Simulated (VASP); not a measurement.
Here is a VASP 6.6.1 calculation.

The input INCAR:

```
PREC     = Accurate       # precision mode
ENCUT    = 520            # plane-wave cutoff, eV
EDIFF    = 1E-7           # SCF threshold, eV
ISMEAR   = -1             # smearing method
SIGMA    = 0.1            # smearing width, eV
LREAL    = F              # projectors in reciprocal space
LASPH    = T              # aspherical terms in the spheres
NELM     = 80             # most SCF steps
ALGO     = Normal         # electronic algorithm
ISIF     = 2              # what is computed and relaxed
LWAVE    = F              # write WAVECAR
LCHARG   = F              # write CHGCAR
GGA      = CA             # functional
NBANDS   = 30             # bands
```

The input KPOINTS:

```
Automatic mesh
0
Gamma
  9 9 13
```

File POSCAR:

```
Bi
1.0
    5.5829864379      0.0000000000      0.0000000000
   -2.7914932190      4.8350080842      0.0000000000
    0.0000000000      0.0000000000      3.2973142070
Bi
3
Direct
    0.0000000000      1.0000000000      0.0000000000
    0.3333333333      0.6666666667      0.5000000000
    0.6666666667      0.3333333333      0.5000000000
```

Potentials or basis: VASP PAW LDA potentials, release 64 (Bi_d).

The run is started by

```sh
$ cat potpaw_LDA.64/Bi_d/POTCAR > POTCAR
$ mpirun -np 1 vasp_std > vasp.out
```

(1) What does it give for the pressure?

Answers

(1) 0.2 GPa.
